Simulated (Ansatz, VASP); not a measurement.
## WC in VASP and in Ansatz

File INCAR:

```
PREC = Accurate ; ENCUT = 520
EDIFF = 1E-6 ; ISMEAR = 0
SIGMA = 0.15 ; LREAL = F
LASPH = T ; NELM = 100
ALGO = Normal ; ISIF = 2
LWAVE = F ; LCHARG = T
GGA = PE ; LELF = T
LVHAR = T ; NBANDS = 16
```

The input KPOINTS:

```
Automatic mesh
0
Gamma
  24 24 24
```

File POSCAR:

```
WC
1.0
    3.0844184744      0.0000000000      0.0000000000
   -1.5422092372      2.6711847547      0.0000000000
    0.0000000000      0.0000000000      2.5547299123
W C
1 1
Direct
    0.0000000000      0.0000000000      0.0000000000
    0.6666666667      0.3333333333      0.5000000000
```

Input for Ansatz:

```yaml
crystal:
  lattice:
    - [3.0844184744, 0.0, 0.0]
    - [-1.5422092372, 2.6711847547, 0.0]
    - [0.0, 0.0, 2.5547299123]
  atoms:
    - { symbol: W, position: [0.0, 0.0, 0.0] }
    - { symbol: C, position: [0.6666666667, 0.3333333333, 0.5] }
basis:
  ecutwfc: 420
kpoints:
  mp_grid: { grid: [24, 24, 24] }
hamiltonian:
  xc: pbe
scf:
  occupations: { method: gaussian, width: 0.15 }
output:
  forces: true
  stress: true
  eigenvalues: true
```

Alike in both runs: task single point; functional PBE; k mesh 24 × 24 × 24; occupations gaussian, width 0.15 eV; no spin polarisation.

```csv
,VASP,Ansatz
version,VASP 6.6.1,Ansatz 0.2.0
potentials or method,"VASP PAW PBE potentials, release 64 (W_sv, C), cutoff 520 eV","scalar-relativistic, plane waves, PAW"
valence electrons in the cell,18,18
```

```tsv
	VASP	Ansatz	Ansatz less VASP
gap on the k mesh at the Fermi level (eV)	none	none	-
pressure (GPa)	16.6	15.3	-1.31
traceless stress, the component that is largest in VASP (GPa)	81.32	80.69	-0.632
```

A gap of «none» marks a metal or a gap that the smearing closes. With one functional, cell and mesh, what is left measures potentials, basis and numerics.

Neither program's run includes spin-orbit coupling.
